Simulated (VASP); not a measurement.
Wanted: the native input for a VASP 6.6.1 run.

```
Task                   : single point
Functional             : PBE
Potentials or basis    : VASP PAW PBE potentials, release 64 (Al)
Cutoff                 : 520 eV
k mesh                 : 6 × 6 × 8
Occupations            : fermi-dirac, width 0.05 eV
Spin                   : no spin polarisation
Dipole correction      : no
Further INCAR settings : ALGO = Normal; EDIFF = 1e-06; NBANDS = 10
```

The structure of Al lies in POSCAR:

```
Al
1.0
    4.5467300000     -0.0909346000      0.0000000000
   -2.3521216000      3.9830474000      0.0000000000
    0.0000000000      0.0000000000      2.7539300000
Al
2
Direct
    0.3333300000      0.6666700000      0.5000000000
    0.6666700000      0.3333300000      0.5000000000
```

The input as run:

INCAR

```
ALGO = Normal ; EDIFF = 1E-6
ENCUT = 520 ; GGA = PE
ISIF = 2 ; ISMEAR = -1
LASPH = True ; LCHARG = False
LREAL = False ; LWAVE = False
NBANDS = 10 ; NELM = 80
PREC = Accurate ; SIGMA = 0.05
```

KPOINTS

```
k-points
0
Gamma
  6 6 8
```

Potentials or basis: VASP PAW PBE potentials, release 64 (Al).

Command:

```sh
$ cat potpaw_PBE.64/Al/POTCAR > POTCAR
$ mpirun -np 1 vasp_std > vasp.out
```

Results of the run:

* Pressure: 0.1 GPa
* Largest force: 0.249 eV/Å
* Band gap on the k mesh: zero (band 3 reaches 6.27 eV, above the bottom of band 4 at 2.60 eV)

Run time: 28 s on 1 thread of Intel(R) Xeon(R) Platinum 8259CL CPU @ 2.50GHz (Skylake/Cascade Lake) (shared host), peak memory 0.18 GiB.
